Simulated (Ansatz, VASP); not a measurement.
# Fe in VASP and in Ansatz

```
Fe
1.0
     0.00000    1.75523    1.75523
     1.75523    0.00000    1.75523
     1.75523    1.75523    0.00000
Fe
1
Direct
  0.00000 0.00000 0.00000
```

Alike in both runs: task relaxation of cell and atoms; functional PBE; dispersion D3(BJ); k mesh 9 × 9 × 9; occupations methfessel-paxton of order 1, width 0.01 eV; no spin polarisation.

```csv
,VASP,Ansatz
version,VASP 6.6.1,Ansatz 0.2.0
potentials or method,"VASP PAW PBE potentials, release 64 (Fe), cutoff 600 eV",PAW plane waves
valence electrons in the cell,8,16
```

VASP gave:

| Property | Result |
| --- | --- |
| gap on the k mesh at the Fermi level, each at its own relaxed structure (eV) | none |
| relaxed volume (Å³/atom) | 10.00 |
| relaxed cell length with the largest relative difference (Å) | 2.419 |

What did Ansatz give for the same quantities?

gap on the k mesh at the Fermi level, each at its own relaxed structure (eV): none; relaxed volume (Å³/atom): 10.03; relaxed cell length with the largest relative difference (Å): 2.420.

A gap of «none» marks a metal or a gap that the smearing closes. VASP's potentials hold 8 valence electrons a cell and Ansatz's 16, so a difference there can come from the potentials and not from the codes.
